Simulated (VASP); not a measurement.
Input of a VASP 6.6.1 run:

File INCAR:

```
PREC = Accurate
ENCUT = 400
EDIFF = 1E-6
ISMEAR = -1
SIGMA = 0.05
LREAL = F
LASPH = T
NELM = 120
ALGO = Normal
ISIF = 2
LWAVE = F
LCHARG = F
GGA = CA
NBANDS = 30
GGA_COMPAT = F
```

Contents of KPOINTS:

```
regular mesh
0
Gamma
  1 1 1
```

Contents of POSCAR:

```
H
1.0
    6.8682850000      0.0000000000      0.0000000000
    0.0000000000      6.8682850000      0.0000000000
    0.0000000000      0.0000000000      6.8682850000
H
24
Direct
    0.4309372718      0.3418174988      0.3523295845
    0.3852344508      0.4077873880      0.4345043923
    0.9869712745      0.1042327160      0.7499251997
    1.0972899348      0.0649361522      0.7452952229
    0.6324722984      0.0954532318      0.6367674026
    0.6746371183      0.1492366726      0.7177483171
    0.4094180716      0.7576563873      0.6576605368
    0.3730334428      0.6871729988      0.7310121814
    0.3367070528      0.2782645158      0.6582283641
    0.2692666364      0.3530866876      0.7142539950
    0.8614668727      0.8140168907      0.4949707241
    0.7938808596      0.8574629620      0.4171055802
    0.2968135422      0.2855152342      0.1656891058
    0.3008756917      0.2802737510      0.0540600747
    1.0542806538      1.0100483600      0.0430820794
    1.0397355381      0.9807542931      0.1441262266
    0.4063896591      1.0460253178      0.4087192072
    0.3163963056      1.0499564302      0.4736844787
    0.3791485065      0.9132847574      0.0763218183
    0.4332668199      0.8125463635      0.0769333247
    0.0244311353      0.4832793048      0.3005116998
    0.0165543509      0.5751945355      0.2376867005
   -0.2865198518      0.3773139874     -0.0993552248
   -0.2611423376      0.3216669081     -0.0025333835
```

Potentials or basis: VASP PAW LDA potentials, release 64 (H).

Command:

```bash
$ cat potpaw_LDA.64/H/POTCAR > POTCAR
$ mpirun -np 1 vasp_gam > vasp.out
```

**Question.** Predict the pressure.

**Answer.** -0.5 GPa.

**Question.** Estimate the largest force.

**Answer.** 1.569 eV/Å.

Forces in eV/Å, atoms in the order of the input:
```
H   -0.135  0.497  0.360
H    0.327 -0.180 -0.312
H    0.836 -0.387 -0.101
H   -0.936  0.321 -0.023
H   -0.621 -0.803 -1.197
H    0.567  0.752  1.149
H    0.314  0.654 -0.703
H   -0.321 -0.644  0.640
H   -0.250  0.390  0.373
H    0.345 -0.376 -0.026
H    0.003  0.027  0.000
H   -0.004  0.007 -0.025
H   -0.024  0.003 -0.001
H   -0.024 -0.059 -0.429
H    0.142  0.376 -1.250
H   -0.218 -0.421  1.381
H    0.175 -0.120 -0.165
H   -0.274 -0.091  0.238
H    0.243 -0.448  0.023
H   -0.205  0.449 -0.004
H    0.036 -0.058  0.021
H    0.008  0.051 -0.030
H    0.106 -0.222  0.485
H   -0.091  0.284 -0.406
```

Caveat: the k points lie up to 0.91 Å⁻¹ apart; the atoms stand as in a frame of molecular dynamics.
